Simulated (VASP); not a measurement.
# WO (F-43m) in VASP: a series of runs

WO is run at these levels: PBE+U; tasks: single point.

Program: VASP 6.6.1. These are calculated values, not measurements. Logs are shortened: lines on timing, memory, paths and dates and some standing lists are left out, and cuts for length are marked.

## (1) The cell of the first run

The structure is cubic, space group F-43m (No. 216). Conventional cell: a = 4.826 Å, b = 4.826 Å, c = 4.826 Å, α = 90.00°, β = 90.00°, γ = 90.00°. W (site symmetry -43m) has 4 O at 2.09 Å within 2.8 Å. O (site symmetry -43m) has 4 W at 2.09 Å within 2.8 Å.

## (2) Single point, PBE+U, collinear spin, ferromagnetic start

Contents of INCAR:

```
SYSTEM = WO
  PREC = Accurate
  ENCUT = 520
  EDIFF = 1E-7
  ISMEAR = 0
  SIGMA = 0.02
  LREAL = .False.
  LASPH = .True.
  NELM = 150
  ALGO = Normal
  ISIF = 2
  LWAVE = .False.
  LCHARG = .False.
  ISPIN = 2
  MAGMOM = 0.5 0
  LORBIT = 11
  LMAXMIX = 4
  LDAU = .True.
  LDAUTYPE = 2
  LDAUL = 2 -1
  LDAUU = 6.2 0
  LDAUJ = 0 0
  LDAUPRINT = 1
  GGA = PE
  NBANDS = 21
```

Contents of KPOINTS:

```
Automatic mesh
0
Gamma
  10 10 10
  0 0 0
```

Contents of POSCAR:

```
WO
1.0
    0.0000000000      2.4128820392      2.4128820392
    2.4128820392      0.0000000000      2.4128820392
    2.4128820392      2.4128820392      0.0000000000
W O
1 1
Direct
    0.0000000000      0.0000000000      0.0000000000
    0.2500000000      0.2500000000      0.2500000000
```

Potentials or basis: VASP PAW PBE potentials, release 64 (W_sv, O).

Started as:

```bash
$ cat potpaw_PBE.64/W_sv/POTCAR potpaw_PBE.64/O/POTCAR > POTCAR
$ mpirun -np 1 vasp_std > vasp.out
```

OUTCAR:

```text
SYSTEM = WO
   PREC = Accurate
   ENCUT = 520
   EDIFF = 1E-7
   ISMEAR = 0
   LREAL = .False.
   LASPH = .True.
   NELM = 150
   ISIF = 2
   ISPIN = 2
   LORBIT = 11
   GGA = PE

 ion  position               nearest neighbor table
   1  0.000  0.000  0.000-   2 2.09   2 2.09   2 2.09   2 2.09
   2  0.250  0.250  0.250-   1 2.09   1 2.09   1 2.09   1 2.09

  LATTYP: Found a face centered cubic cell.
 ALAT       =     4.8257640784

  Lattice vectors:

 A1 = (   0.0000000000,   2.4128820392,   2.4128820392)
 A2 = (   2.4128820392,   0.0000000000,   2.4128820392)
 A3 = (   2.4128820392,   2.4128820392,   0.0000000000)

Analysis of symmetry for initial positions (statically):
=====================================================================
 Subroutine PRICEL returns:
 Original cell was already a primitive cell.

 Routine SETGRP: Setting up the symmetry group for a
 face centered cubic supercell.

 Subroutine GETGRP returns: Found 24 space group operations
 (whereof 24 operations were pure point group operations)
 out of a pool of 48 trial point group operations.

The static configuration has the point symmetry T_d .

Analysis of symmetry for dynamics (positions and initial velocities):
=====================================================================
 Subroutine PRICEL returns:
 Original cell was already a primitive cell.

 Routine SETGRP: Setting up the symmetry group for a
 face centered cubic supercell.

 Subroutine GETGRP returns: Found 24 space group operations
 (whereof 24 operations were pure point group operations)
 out of a pool of 48 trial point group operations.

The dynamic configuration has the point symmetry T_d .

Analysis of structural, dynamic, and magnetic symmetry:
=====================================================================
 Subroutine PRICEL returns:
 Original cell was already a primitive cell.

 Routine SETGRP: Setting up the symmetry group for a
 face centered cubic supercell.

 Subroutine GETGRP returns: Found 24 space group operations
[... 165 lines left out ...]

 occupancies and eigenvectors

  o =  0.0421  v =  0.0000  0.0000  0.0000  0.0000  0.0000  0.0000 -0.0000 -1.0000 -0.0000 -0.0055      0.0000  0.0000  0.0000  0.0000  0.0000  0.0000  0.0000  0.0000  0.0000  0.0000
  o =  0.0421  v =  0.0000  0.0000  0.0000  0.0000  0.0000  0.0000  0.0000  0.0055 -0.0000 -1.0000      0.0000  0.0000  0.0000  0.0000  0.0000  0.0000  0.0000  0.0000  0.0000  0.0000
  o =  0.2101  v =  0.0000  0.0000  0.0000  0.0000  0.0000  1.0000  0.0000  0.0000  0.0000  0.0000      0.0000  0.0000  0.0000  0.0000  0.0000  0.0000  0.0000  0.0000  0.0000  0.0000
  o =  0.2101  v =  0.0000  0.0000  0.0000  0.0000  0.0000  0.0000  1.0000  0.0000  0.0077  0.0000      0.0000  0.0000  0.0000  0.0000  0.0000  0.0000  0.0000  0.0000  0.0000  0.0000
  o =  0.2101  v =  0.0000  0.0000  0.0000  0.0000  0.0000  0.0000 -0.0077  0.0000  1.0000 -0.0000      0.0000  0.0000  0.0000  0.0000  0.0000  0.0000  0.0000  0.0000  0.0000  0.0000
  o =  0.2611  v =  1.0000  0.0000  0.0000  0.0000  0.0000  0.0000  0.0000  0.0000  0.0000  0.0000      0.0000  0.0000  0.0000  0.0000  0.0000  0.0000  0.0000  0.0000  0.0000  0.0000
  o =  0.2611  v =  0.0000 -0.4965 -0.0000  0.8680  0.0000  0.0000  0.0000  0.0000  0.0000  0.0000      0.0000  0.0000  0.0000  0.0000  0.0000  0.0000  0.0000  0.0000  0.0000  0.0000
  o =  0.2611  v =  0.0000 -0.8680 -0.0000 -0.4965  0.0000  0.0000  0.0000  0.0000  0.0000  0.0000      0.0000  0.0000  0.0000  0.0000  0.0000  0.0000  0.0000  0.0000  0.0000  0.0000
  o =  0.8132  v =  0.0000 -0.0000  0.9823 -0.0000  0.1875  0.0000  0.0000  0.0000  0.0000  0.0000      0.0000  0.0000  0.0000  0.0000  0.0000  0.0000  0.0000  0.0000  0.0000  0.0000
  o =  0.8132  v =  0.0000 -0.0000  0.1875 -0.0000 -0.9823  0.0000  0.0000  0.0000  0.0000  0.0000      0.0000  0.0000  0.0000  0.0000  0.0000  0.0000  0.0000  0.0000  0.0000  0.0000

 number of electron      19.9999997 magnetization       1.9999092

 Free energy of the ion-electron system (eV)
  ---------------------------------------------------
  ext. energy  EPLUGINS =         0.00000000
  ---------------------------------------------------
  free energy    TOTEN  =       -12.97000426 eV

  energy without entropy =      -12.97000426  energy(sigma->0) =      -12.97000426

 E-fermi :   8.8786     XC(G=0): -11.8389

 val. band max:        8.6203405421   @ k =   0.3000   0.3000   0.0000
 cond. band min:       9.2386172104   @ k =   0.2000   0.2000   0.0000
 fundamental gap:      0.6182766683
 Fermi energy:         8.8785885820

 spin component 1

 k-point     1 :       0.0000    0.0000    0.0000
  band No.  band energies     occupation
      1     -67.7965      1.00000
      2     -31.9888      1.00000
      3     -31.9888      1.00000
      4     -31.9887      1.00000
      5     -13.1518      1.00000
      6       0.6992      1.00000
[... 1145 lines left out ...]
     20      29.2434      0.00000
     21      31.4808      0.00000

 [... further k-points ...]
[... 5 lines left out ...]
  --------------------------------------------------------------------------------------
  -------------------------------------------------------------------------------------
  Total        1.0144986      1.0144986      1.0144986      0.0000000      0.0000000     -0.0000000
  in kB       57.8527199     57.8527199     57.8527199      0.0000000      0.0000000     -0.0000000
  external PRESSURE =      57.8527199 kB  Pullay stress =       0.0000000 kB

 VOLUME and BASIS-vectors are now :
 -----------------------------------------------------------------------------
  energy-cutoff  :      520.00
  volume of cell :       28.10
      direct lattice vectors                 reciprocal lattice vectors
     0.000000000  2.412882039  2.412882039    -0.207221071  0.207221071  0.207221071
     2.412882039  0.000000000  2.412882039     0.207221071 -0.207221071  0.207221071
     2.412882039  2.412882039  0.000000000     0.207221071  0.207221071 -0.207221071

 POSITION                                       TOTAL-FORCE (eV/Angst)
 -----------------------------------------------------------------------------------
      0.00000      0.00000      0.00000        -0.000000     -0.000000     -0.000000
      1.20644      1.20644      1.20644         0.000000      0.000000      0.000000
 -----------------------------------------------------------------------------------
    total drift:                                0.000000      0.000000      0.000000

  FREE ENERGIE OF THE ION-ELECTRON SYSTEM (eV)
  ---------------------------------------------------
  free  energy   TOTEN  =       -12.9700042648 eV

  energy  without entropy=      -12.9700042648  energy(sigma->0) =      -12.97000426

 total charge

# of ion       s       p       d       tot
------------------------------------------
    1        2.287   6.251   3.082  11.621
    2        1.569   3.532   0.000   5.102
--------------------------------------------------
tot          3.857   9.784   3.082  16.722

 magnetization (x)

# of ion       s       p       d       tot
------------------------------------------
    1        0.024   0.014   1.680   1.718
    2        0.000   0.036   0.000   0.036
--------------------------------------------------
tot          0.024   0.050   1.680   1.755
```

OSZICAR:

```text
N       E                     dE             d eps       ncg     rms          rms(c)
DAV:   1     0.166612477100E+03    0.16661E+03   -0.97764E+03  3948   0.100E+03
DAV:   2    -0.804209331885E+01   -0.17465E+03   -0.16737E+03  4286   0.317E+02
DAV:   3    -0.146805350953E+02   -0.66384E+01   -0.65971E+01  4658   0.591E+01
[... 12 lines left out ...]
DAV:  16    -0.129699902072E+02   -0.27850E-03   -0.29710E-04  4088   0.921E-02    0.199E-02
DAV:  17    -0.129700026827E+02   -0.12475E-04   -0.14127E-05  4623   0.214E-02    0.648E-03
DAV:  18    -0.129700040020E+02   -0.13194E-05   -0.11377E-06  4200   0.588E-03    0.275E-03
DAV:  19    -0.129700041872E+02   -0.18515E-06   -0.15855E-07  3659   0.261E-03    0.135E-03
DAV:  20    -0.129700042648E+02   -0.77620E-07   -0.16762E-07  2986   0.221E-03
   1 F= -.12970004E+02 E0= -.12970004E+02  d E =-.131705E-76  mag=     2.0000
```

stdout:

```text
POSCAR found type information on POSCAR W O
 POSCAR found :  2 types and       2 ions
 scaLAPACK will be used
 LDA part: xc-table for (Slater+PW92), standard interpolation
 POSCAR, INCAR and KPOINTS ok, starting setup
 FFT: planning ... GRIDC
 FFT: planning ... GRID_SOFT
 FFT: planning ... GRID
 WAVECAR not read
 entering main loop
```

It took 41 s on 1 thread of Intel Xeon 6975P-C (Granite Rapids), shared host; peak memory 0.2 GiB.

Results:

* Free energy: -12.9700 eV
* Pressure: 5.8 GPa
* Band gap on the k mesh: 0.62 eV, indirect (least direct gap 1.09 eV)
* Net moment: 2.00 μB per cell
* Site moments: W +1.72; O +0.04 μB
* Valence electrons inside the program's atomic spheres: W 11.62; O 5.10

Eigenvalues of the final occupation matrices:
```
    site  spin  trace               eigenvalues
site 1 d     1   2.41  0.26 0.26 0.26 0.81 0.81
site 1 d     2   0.71  0.04 0.04 0.21 0.21 0.21
```

Caveat: spin-orbit coupling is left out, which moves the levels of the heavy elements. The state reached can hang on the start; a lower one may exist.

## (3) Single point, PBE+U, collinear spin, ferromagnetic start

INCAR is that of step 2.

KPOINTS is that of step 2.

Contents of POSCAR:

```
WO
1.0
    0.0000000000      2.4128820753      2.4128820753
    2.4128820753      0.0000000000      2.4128820753
    2.4128820753      2.4128820753      0.0000000000
W O
1 1
Direct
    0.0000000000      0.0000000000      0.0000000000
    0.2500000000      0.2500000000      0.2500000000
```

Potentials or basis: VASP PAW PBE potentials, release 64 (W_sv, O).

Started as:

```bash
$ cat potpaw_PBE.64/W_sv/POTCAR potpaw_PBE.64/O/POTCAR > POTCAR
$ mpirun -np 1 vasp_std > vasp.out
```

Run time: 46 s. Hardware: 1 thread of AMD EPYC 9R45 (Zen 5), shared host; peak memory 0.17 GiB.

Results (log left out):

```yaml
Free_energy: -12.9700 eV
Pressure: 5.8 GPa
Band_gap_on_the_k_mesh: 0.62 eV, indirect (least direct gap 1.09 eV)
Net_moment: 2.00 μB per cell
Site_moments: W +1.72; O +0.04 μB
Valence_electrons_inside_the_program's_atomic_spheres: W 11.62; O 5.10
```

Levels at points of the mesh, in eV from the valence-band top:
Spin up:
```tsv
k point	band 9	band 10	band 11	band 12	band 13	band 14
(0.00, 0.00, 0.00)	-3.56	-3.52	-3.52	3.43	3.43	3.43
(0.50, 0.00, 0.00)	-2.77	-2.77	-0.79	2.15	2.43	2.43
(0.50, 0.50, 0.00)	-2.59	-2.57	-2.45	2.02	2.02	6.69
```
Spin down:
```csv
k point,band 7,band 8,band 9,band 10,band 11,band 12
"(0.00, 0.00, 0.00)",-7.55,-7.55,-2.95,2.54,2.54,4.24
"(0.50, 0.00, 0.00)",-7.06,-7.06,-0.17,2.56,2.56,3.06
"(0.50, 0.50, 0.00)",-6.44,-6.44,-1.96,1.33,3.12,3.12
```

Eigenvalues of the final occupation matrices:
```csv
site,spin,trace,eigenvalues
site 1 d,1,2.41,0.26 0.26 0.26 0.81 0.81
site 1 d,2,0.71,0.04 0.04 0.21 0.21 0.21
```

Caveat: spin-orbit coupling is left out, which moves the levels of the heavy elements.

[end of part 1 of 2]
